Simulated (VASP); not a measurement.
Write the native input for VASP 6.6.1 that does the following.

- Task: single point
- Functional: PBE
- Potentials or basis: VASP PAW PBE potentials, release 64 (Eu)
- Cutoff: 520 eV
- k mesh: 8 × 8 × 8
- Occupations: fermi-dirac, width 0.05 eV
- Spin: collinear spin, ferromagnetic start
- Starting moments: [7.0] μB
- Dipole correction: no
- Further INCAR settings: ALGO = Fast; EDIFF = 1e-06; NBANDS = 18

The structure of Eu lies in POSCAR:

```
Eu
1.0
   -2.3481683300      2.3481683300      2.3481683300
    2.3481683300     -2.3481683300      2.3481683300
    2.3481683300      2.3481683300     -2.3481683300
Eu
1
Direct
    0.0000000000      0.0000000000      0.0000000000
```

These files were run (other wordings do the same):

INCAR

```
PREC = Accurate
ENCUT = 520
EDIFF = 1E-6
ISMEAR = -1
SIGMA = 0.05
LREAL = F
LASPH = T
NELM = 150
ALGO = Fast
ISIF = 2
LWAVE = F
LCHARG = T
ISPIN = 2
MAGMOM = 7
LORBIT = 11
LMAXMIX = 6
GGA = PE
LELF = T
LVHAR = T
NBANDS = 18
```

KPOINTS

```
Automatic mesh
0
Gamma
  8 8 8
```

Potentials or basis: VASP PAW PBE potentials, release 64 (Eu).

Launch:

```bash
$ cat potpaw_PBE.64/Eu/POTCAR > POTCAR
$ mpirun -np 1 vasp_std > vasp.out
```

It gave:

```
Pressure                                              : -2.3 GPa
Net moment                                            : 7.40 μB per cell
Site moments                                          : Eu +6.71 μB
Valence electrons inside the program's atomic spheres : Eu 14.71
```

Wall time 3.1 min on 1 thread of AMD EPYC 7R13, with other jobs on the host, peak memory 0.22 GiB.
